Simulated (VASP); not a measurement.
# InSb in VASP: a series of runs

Runs on InSb. Level: PBE. Tasks: single point.

Program: VASP 6.6.1. These are calculated values, not measurements. Logs are shortened: lines on timing, memory, paths and dates and some standing lists are left out, and cuts for length are marked.

## (1) The cell of the first run

The cell holds a wire with vacuum, 2 atoms: a = 9.000 Å, b = 9.300 Å, c = 5.171 Å, α = 90.00°, β = 90.00°, γ = 90.00°.

## (2) Single point, PBE, collinear spin, ferromagnetic start

File INCAR:

```
SYSTEM = InSb
  PREC = Accurate
  ENCUT = 520
  EDIFF = 1E-6
  ISMEAR = 0
  SIGMA = 0.05
  LREAL = .False.
  LASPH = .True.
  NELM = 150
  ALGO = Normal
  ISIF = 2
  LWAVE = .False.
  LCHARG = .False.
  ISPIN = 2
  MAGMOM = 0.5 0.5
  LORBIT = 11
  GGA = PE
  NBANDS = 20
```

File KPOINTS:

```
Automatic mesh
0
Gamma
  1 1 13
  0 0 0
```

File POSCAR:

```
InSb
1.0
    9.0000000000      0.0000000000      0.0000000000
    0.0000000000      9.3000000000      0.0000000000
    0.0000000000      0.0000000000      5.1713537633
In Sb
1 1
Direct
    0.5000000000      0.5000000000      0.0000000000
    0.5000000000      0.5000000000      0.4650000000
```

Potentials or basis: VASP PAW PBE potentials, release 64 (In_d, Sb).

On the command line:

```bash
$ cat potpaw_PBE.64/In_d/POTCAR potpaw_PBE.64/Sb/POTCAR > POTCAR
$ mpirun -np 1 vasp_std > vasp.out
```

OUTCAR:

```text
SYSTEM = InSb
   PREC = Accurate
   ENCUT = 520
   EDIFF = 1E-6
   ISMEAR = 0
   LREAL = .False.
   LASPH = .True.
   NELM = 150
   ISIF = 2
   ISPIN = 2
   LORBIT = 11
   GGA = PE

 ion  position               nearest neighbor table
   1  0.500  0.500  0.000-   2 2.40   2 2.77
   2  0.500  0.500  0.465-   1 2.40   1 2.77

  LATTYP: Found a simple orthorhombic cell.
 ALAT       =     5.1713537633
 B/A-ratio  =     1.7403566671
 C/A-ratio  =     1.7983685560

  Lattice vectors:

 A1 = (   0.0000000000,   0.0000000000,   5.1713537633)
 A2 = (   9.0000000000,   0.0000000000,   0.0000000000)
 A3 = (   0.0000000000,   9.3000000000,   0.0000000000)

Analysis of symmetry for initial positions (statically):
=====================================================================
 Subroutine PRICEL returns:
 Original cell was already a primitive cell.

 Routine SETGRP: Setting up the symmetry group for a
 simple orthorhombic supercell.

 Subroutine GETGRP returns: Found  4 space group operations
 (whereof  4 operations were pure point group operations)
 out of a pool of  8 trial point group operations.

The static configuration has the point symmetry C_2v.

Analysis of symmetry for dynamics (positions and initial velocities):
=====================================================================
 Subroutine PRICEL returns:
 Original cell was already a primitive cell.

 Routine SETGRP: Setting up the symmetry group for a
 simple orthorhombic supercell.

 Subroutine GETGRP returns: Found  4 space group operations
 (whereof  4 operations were pure point group operations)
 out of a pool of  8 trial point group operations.

The dynamic configuration has the point symmetry C_2v.

Analysis of structural, dynamic, and magnetic symmetry:
=====================================================================
 Subroutine PRICEL returns:
 Original cell was already a primitive cell.

 Routine SETGRP: Setting up the symmetry group for a
 simple orthorhombic supercell.

 Subroutine GETGRP returns: Found  4 space group operations
 (whereof  4 operations were pure point group operations)
 out of a pool of  8 trial point group operations.

The overall configuration has the point symmetry C_2v.

 Subroutine INISYM returns: Found  4 space group operations
 (whereof  4 operations are pure point group operations),
 and found     1 'primitive' translations

----------------------------------------------------------------------------------------

                                     Primitive cell

  volume of cell :     432.8423

  direct lattice vectors                    reciprocal lattice vectors
     9.000000000  0.000000000  0.000000000     0.111111111  0.000000000  0.000000000
     0.000000000  9.300000000  0.000000000     0.000000000  0.107526882  0.000000000
     0.000000000  0.000000000  5.171353763     0.000000000  0.000000000  0.193372963

  length of vectors
     9.000000000  9.300000000  5.171353763     0.111111111  0.107526882  0.193372963

  position of ions in fractional coordinates (direct lattice)
     0.500000000  0.500000000  0.000000000
     0.500000000  0.500000000  0.465000000

  ion indices of the primitive-cell ions
   primitive index   ion index
                 1           1
                 2           2

----------------------------------------------------------------------------------------

 KPOINTS: Automatic mesh

Automatic generation of k-mesh.
 Grid dimensions read from file:
 generate k-points for:    1    1   13

 Generating k-lattice:

  Cartesian coordinates                     Fractional coordinates (reciprocal lattice)
     0.111111111  0.000000000  0.000000000     1.000000000  0.000000000  0.000000000
     0.000000000  0.107526882  0.000000000     0.000000000  1.000000000  0.000000000
     0.000000000  0.000000000  0.014874843     0.000000000  0.000000000  0.076923077

  Length of vectors
     0.111111111  0.107526882  0.014874843

  Shift w.r.t. Gamma in fractional coordinates (k-lattice)
     0.000000000  0.000000000  0.000000000

 Subroutine IBZKPT returns following result:
 ===========================================

 Found      7 irreducible k-points:

 Following reciprocal coordinates:
            Coordinates               Weight
  0.000000  0.000000  0.000000      1.000000
  0.000000  0.000000  0.076923      2.000000
  0.000000  0.000000  0.153846      2.000000
  0.000000  0.000000  0.230769      2.000000
  0.000000  0.000000  0.307692      2.000000
  0.000000  0.000000  0.384615      2.000000
  0.000000  0.000000  0.461538      2.000000
   k-points           NKPTS =      7   k-points in BZ     NKDIM =      7   number of bands    NBANDS=     20
   number of dos      NEDOS =    301   number of ions     NIONS =      2
   total plane-waves  NPLWV = 196000
   dimension x,y,z NGX =    70 NGY =   70 NGZ =   40
   dimension x,y,z NGXF=   140 NGYF=  140 NGZF=   80
   ions per type =               1   1
   NGX,Y,Z   is equivalent  to a cutoff of  12.93, 12.51, 12.86 a.u.
   NGXF,Y,Z  is equivalent  to a cutoff of  25.86, 25.03, 25.72 a.u.
 SYSTEM =  InSb
   PREC   = accura    normal or accurate (medium, high low for compatibility)
   ISTART =      0    job   : 0-new  1-cont  2-samecut
   ICHARG =      2    charge: 1-file 2-atom 10-const
   ISPIN  =      2    spin polarized calculation?
   LNONCOLLINEAR =      F non collinear calculations
   LSORBIT =      F    spin-orbit coupling
   LASPH  =      T    aspherical Exc in radial PAW
   ENCUT  =  520.0 eV  38.22 Ry    6.18 a.u.  16.73 17.29  9.62*2*pi/ulx,y,z
   NELM   =    150;   NELMIN=  2; NELMDL= -5     # of ELM steps
   EDIFF  = 0.1E-05   stopping-criterion for ELM
   LREAL  =      F    real-space projection
   EDIFFG = 0.1E-04   stopping-criterion for IOM
   NSW    =      0    number of steps for IOM
   IBRION =     -1    ionic relax: 0-MD 1-quasi-New 2-CG
   NFREE  =      0    steps in history (QN), initial steepest desc. (CG)
   ISIF   =      2    stress and relaxation
   ISYM   =      2    0-nonsym 1-usesym 2-fastsym
   POTIM  = 0.5000    time-step for ionic-motion
   TEBEG  =    0.0;   TEEND  =   0.0 temperature during run
   PSTRESS=    0.0 pullay stress
   NELECT =      18.0000    total number of electrons
   NUPDOWN=      -1.0000    fix difference up-down
   EMIN   =  10.00;   EMAX   =-10.00  energy-range for DOS
[... 54 lines left out ...]
     20       3.8696      0.00000

 k-point     2 :       0.0000    0.0000    0.0769
  band No.  band energies     occupation
      1     -18.3438      1.00000
      2     -17.9693      1.00000
      3     -17.9692      1.00000
      4     -17.8764      1.00000
      5     -17.8764      1.00000
      6     -12.3052      1.00000
[... 12 lines left out ...]
     19       4.0762      0.00000
     20       4.0953      0.00000

 k-point     3 :       0.0000    0.0000    0.1538
  band No.  band energies     occupation
      1     -18.3361      1.00000
      2     -17.9717      1.00000
      3     -17.9717      1.00000
      4     -17.8764      1.00000
      5     -17.8764      1.00000
      6     -12.2767      1.00000
[... 12 lines left out ...]
     19       4.2748      0.00000
     20       4.4044      0.00000

 k-point     4 :       0.0000    0.0000    0.2308
  band No.  band energies     occupation
      1     -18.3251      1.00000
      2     -17.9752      1.00000
      3     -17.9751      1.00000
      4     -17.8764      1.00000
      5     -17.8764      1.00000
      6     -12.2327      1.00000
[... 12 lines left out ...]
     19       3.6380      0.00000
     20       4.6330      0.00000

 k-point     5 :       0.0000    0.0000    0.3077
  band No.  band energies     occupation
      1     -18.3133      1.00000
      2     -17.9788      1.00000
      3     -17.9788      1.00000
      4     -17.8764      1.00000
      5     -17.8764      1.00000
      6     -12.1803      1.00000
[... 12 lines left out ...]
     19       3.5657      0.00000
     20       4.0597      0.00000

 k-point     6 :       0.0000    0.0000    0.3846
  band No.  band energies     occupation
      1     -18.3035      1.00000
      2     -17.9819      1.00000
      3     -17.9818      1.00000
      4     -17.8765      1.00000
      5     -17.8764      1.00000
      6     -12.1311      1.00000
[... 12 lines left out ...]
     19       3.5203      0.00000
     20       3.7851      0.00000

 k-point     7 :       0.0000    0.0000    0.4615
  band No.  band energies     occupation
      1     -18.2979      1.00000
      2     -17.9836      1.00000
      3     -17.9835      1.00000
      4     -17.8765      1.00000
      5     -17.8764      1.00000
      6     -12.1006      1.00000
[... 12 lines left out ...]
     19       3.6604      0.00000
     20       3.7905      0.00000
 Fermi energy:        -3.3158205431

 spin component 2

 k-point     1 :       0.0000    0.0000    0.0000
  band No.  band energies     occupation
      1     -18.3119      1.00000
      2     -17.9432      1.00000
      3     -17.9432      1.00000
      4     -17.8621      1.00000
      5     -17.8621      1.00000
      6     -12.0224      1.00000
[... 12 lines left out ...]
     19       4.0595      0.00000
     20       4.0734      0.00000

 k-point     2 :       0.0000    0.0000    0.0769
  band No.  band energies     occupation
      1     -18.3095      1.00000
      2     -17.9440      1.00000
      3     -17.9440      1.00000
      4     -17.8621      1.00000
      5     -17.8621      1.00000
      6     -12.0102      1.00000
[... 12 lines left out ...]
     19       4.2599      0.00000
     20       4.2879      0.00000

 k-point     3 :       0.0000    0.0000    0.1538
  band No.  band energies     occupation
      1     -18.3030      1.00000
      2     -17.9464      1.00000
      3     -17.9464      1.00000
      4     -17.8621      1.00000
      5     -17.8621      1.00000
      6     -11.9748      1.00000
[... 12 lines left out ...]
     19       4.3517      0.00000
     20       4.5263      0.00000

 k-point     4 :       0.0000    0.0000    0.2308
  band No.  band energies     occupation
      1     -18.2938      1.00000
      2     -17.9497      1.00000
      3     -17.9497      1.00000
      4     -17.8621      1.00000
      5     -17.8621      1.00000
      6     -11.9199      1.00000
[... 12 lines left out ...]
     19       3.6973      0.00000
     20       4.7242      0.00000

 k-point     5 :       0.0000    0.0000    0.3077
  band No.  band energies     occupation
      1     -18.2839      1.00000
      2     -17.9532      1.00000
      3     -17.9532      1.00000
      4     -17.8622      1.00000
      5     -17.8621      1.00000
      6     -11.8535      1.00000
[... 12 lines left out ...]
     19       3.6127      0.00000
     20       4.1759      0.00000

 k-point     6 :       0.0000    0.0000    0.3846
  band No.  band energies     occupation
      1     -18.2757      1.00000
      2     -17.9561      1.00000
      3     -17.9561      1.00000
      4     -17.8622      1.00000
      5     -17.8622      1.00000
      6     -11.7904      1.00000
[... 12 lines left out ...]
     19       3.6257      0.00000
     20       3.8519      0.00000

 k-point     7 :       0.0000    0.0000    0.4615
  band No.  band energies     occupation
      1     -18.2710      1.00000
      2     -17.9577      1.00000
      3     -17.9577      1.00000
      4     -17.8622      1.00000
      5     -17.8622      1.00000
      6     -11.7505      1.00000
[... 12 lines left out ...]
     19       3.7590      0.00000
     20       3.8871      0.00000

------------------------ aborting loop because EDIFF is reached ----------------------------------------

  FORCE on cell =-STRESS in cart. coord.  units (eV):
  Direction    XX          YY          ZZ          XY          YZ          ZX
  --------------------------------------------------------------------------------------
  -------------------------------------------------------------------------------------
  Total        0.0679229      0.0457532      8.2301212      0.0000000      0.0000000      0.0000000
  in kB        0.2514183      0.1693566     30.4640125      0.0000000      0.0000000      0.0000000
  external PRESSURE =      10.2949291 kB  Pullay stress =       0.0000000 kB

 VOLUME and BASIS-vectors are now :
 -----------------------------------------------------------------------------
  energy-cutoff  :      520.00
  volume of cell :      432.84
      direct lattice vectors                 reciprocal lattice vectors
     9.000000000  0.000000000  0.000000000     0.111111111  0.000000000  0.000000000
     0.000000000  9.300000000  0.000000000     0.000000000  0.107526882  0.000000000
     0.000000000  0.000000000  5.171353763     0.000000000  0.000000000  0.193372963

 POSITION                                       TOTAL-FORCE (eV/Angst)
 -----------------------------------------------------------------------------------
      4.50000      4.65000      0.00000         0.000000      0.000000     -3.382353
      4.50000      4.65000      2.40468         0.000000      0.000000      3.382353
 -----------------------------------------------------------------------------------
    total drift:                                0.000000      0.000000     -0.000104

  FREE ENERGIE OF THE ION-ELECTRON SYSTEM (eV)
  ---------------------------------------------------
  free  energy   TOTEN  =        -4.0495984474 eV

  energy  without entropy=       -4.0470531247  energy(sigma->0) =       -4.04832579

 total charge

# of ion       s       p       d       tot
------------------------------------------
    1        1.028   0.571   9.854  11.454
    2        1.181   1.290   0.017   2.488
--------------------------------------------------
tot          2.209   1.861   9.872  13.942

 magnetization (x)

# of ion       s       p       d       tot
------------------------------------------
    1        0.025   0.016   0.013   0.054
    2        0.015   0.234   0.002   0.251
--------------------------------------------------
tot          0.040   0.250   0.016   0.305
```

Wall time 3.4 min (1 thread of Intel Xeon 6975P-C, shared host); peak memory 0.64 GiB.

Results:

```
Free energy                                           : -4.0496 eV
Largest force                                         : 3.382 eV/Å
Net moment                                            : 0.73 μB per cell
Site moments                                          : In +0.05; Sb +0.25 μB
Valence electrons inside the program's atomic spheres : In 11.45; Sb 2.49
```

Forces on the atoms (eV/Å):
```
In   0.000  0.000 -3.382
Sb   0.000  0.000  3.382
```

Caveat: spin-orbit coupling is left out, which moves the levels of the heavy elements.

## (3) Single point, PBE, collinear spin, ferromagnetic start

This run uses another cell than the first one, of 144.02 Å³/atom, 0.665 times its volume.

File INCAR:

```
PREC = Accurate ; ENCUT = 520
EDIFF = 1E-6 ; ISMEAR = 0
SIGMA = 0.05 ; LREAL = False
LASPH = True ; NELM = 150
ALGO = Normal ; ISIF = 2
LWAVE = False ; LCHARG = False
ISPIN = 2 ; MAGMOM = 0.5 0.5
LORBIT = 11 ; GGA = PE
NBANDS = 20
```

File KPOINTS:

```
Automatic mesh
0
Gamma
  1 1 23
```

File POSCAR:

```
InSb
1.0
   11.3000000000      0.0000000000      0.0000000000
    0.0000000000      9.3000000000      0.0000000000
    0.0000000000      0.0000000000      2.7408174945
In Sb
1 1
Direct
    0.3970305667      0.5000000000      0.0000000000
    0.6029694333      0.5000000000      0.5000000000
```

Potentials or basis: VASP PAW PBE potentials, release 64 (In_d, Sb).

On the command line:

```bash
$ cat potpaw_PBE.64/In_d/POTCAR potpaw_PBE.64/Sb/POTCAR > POTCAR
$ mpirun -np 1 vasp_std > vasp.out
```

Wall time 3.4 min (1 thread of Intel Xeon 6975P-C, shared host); peak memory 0.48 GiB.

Results (log left out):

| Property | Result |
| --- | --- |
| Free energy | -4.6444 eV |
| Largest force | 2.900 eV/Å |
| Band gap on the k mesh | zero (filled and empty bands overlap) |
| Net moment | 0.00 μB per cell |
| Valence electrons inside the program's atomic spheres | In 11.54; Sb 2.52 |

Forces on the atoms (eV/Å):
```
In  -2.900  0.000  0.000
Sb   2.900  0.000  0.000
```

Levels at points of the mesh, in eV from the Fermi level:
Spin up:
```
           k point  band 6  band 7  band 8  band 9  band 10  band 11  band 12  band 13
(0.00, 0.00, 0.00)  -12.06   -6.87   -3.17   -2.50     0.18     2.62     2.92     3.54
```
Spin down:
```tsv
k point	band 6	band 7	band 8	band 9	band 10	band 11	band 12	band 13
(0.00, 0.00, 0.00)	-12.06	-6.87	-3.17	-2.50	0.18	2.62	2.92	3.54
```

Caveat: spin-orbit coupling is left out, which moves the levels of the heavy elements.

## (4) Single point, PBE, collinear spin, ferromagnetic start

This run uses another cell than the first one, of 220.75 Å³/atom, 1.020 times its volume.

File INCAR:

```
PREC     = Accurate       # precision mode
ENCUT    = 520            # plane-wave cutoff, eV
EDIFF    = 1E-6           # SCF threshold, eV
ISMEAR   = 0              # smearing method
SIGMA    = 0.05           # smearing width, eV
LREAL    = False          # projectors in reciprocal space
LASPH    = True           # aspherical terms in the spheres
NELM     = 150            # most SCF steps
ALGO     = Normal         # electronic algorithm
ISIF     = 2              # what is computed and relaxed
LWAVE    = False          # write WAVECAR
LCHARG   = False          # write CHGCAR
ISPIN    = 2              # spin polarisation
MAGMOM   = 0.5 0.5        # initial moments
LORBIT   = 11             # projections on sites
GGA      = PE             # functional
NBANDS   = 20             # bands
```

File KPOINTS:

```
Automatic mesh
0
Gamma
  1 1 14
```

File POSCAR:

```
InSb
1.0
   10.2000000000      0.0000000000      0.0000000000
    0.0000000000      9.3000000000      0.0000000000
    0.0000000000      0.0000000000      4.6542183870
In Sb
1 1
Direct
    0.4429630100      0.5000000000      0.0000000000
    0.5570369900      0.5000000000      0.5000000000
```

On the command line:

```bash
$ cat potpaw_PBE.64/In_d/POTCAR potpaw_PBE.64/Sb/POTCAR > POTCAR
$ mpirun -np 1 vasp_std > vasp.out
```

It took 4.2 min on 1 thread of Intel Xeon 6975P-C, shared host; peak memory 0.69 GiB.

The run converged. Its results:

| Item | Value |
| --- | --- |
| Free energy | -4.8789 eV |
| Largest force | 0.727 eV/Å |
| Band gap on the k mesh | zero (filled and empty bands touch) |
| Net moment | 0.04 μB per cell |
| Valence electrons inside the program's atomic spheres | In 11.42; Sb 2.47 |

Forces on the atoms (eV/Å):
```
In  -0.727  0.000  0.000
Sb   0.727  0.000  0.000
```

Levels at points of the mesh, in eV from the Fermi level:
Spin up:
| k point | band 6 | band 7 | band 8 | band 9 | band 10 | band 11 | band 12 | band 13 |
| --- | --- | --- | --- | --- | --- | --- | --- | --- |
| (0.00, 0.00, 0.00) | -9.34 | -3.15 | -1.72 | -1.15 | 0.88 | 1.95 | 3.26 | 3.74 |
| (0.00, 0.00, 0.50) | -8.53 | -5.89 | -1.08 | -0.02 | -0.01 | 1.52 | 4.45 | 4.82 |
Spin down:
| k point | band 6 | band 7 | band 8 | band 9 | band 10 | band 11 | band 12 | band 13 |
| --- | --- | --- | --- | --- | --- | --- | --- | --- |
| (0.00, 0.00, 0.00) | -9.33 | -3.13 | -1.70 | -1.14 | 0.89 | 1.98 | 3.28 | 3.74 |
| (0.00, 0.00, 0.50) | -8.52 | -5.87 | -1.08 | -0.01 | 0.04 | 1.53 | 4.45 | 4.83 |

Caveat: spin-orbit coupling is left out, which moves the levels of the heavy elements.

## (5) The runs side by side

```tsv
cell	k mesh	gap on the mesh (eV)	moment (μB)	largest force (eV/Å)
a = 9.000, b = 9.300, c = 5.171 Å, 2 atoms	1 × 1 × 13	none	0.73	3.38
a = 11.300, b = 9.300, c = 2.741 Å, 2 atoms	1 × 1 × 23	none	0.00	2.90
a = 10.200, b = 9.300, c = 4.654 Å, 2 atoms	1 × 1 × 14	none	0.04	0.73
```

Alike in all rows: task single point; level PBE; potentials or basis VASP PAW PBE potentials, release 64 (In_d, Sb); spin collinear, ferromagnetic start; cutoff (eV) 520; smearing gaussian 0.05 eV.

Caveats: spin-orbit coupling is left out, which moves the levels of the heavy elements.

Total energies depend on the potentials used, so only differences within one code and one set of settings carry meaning.
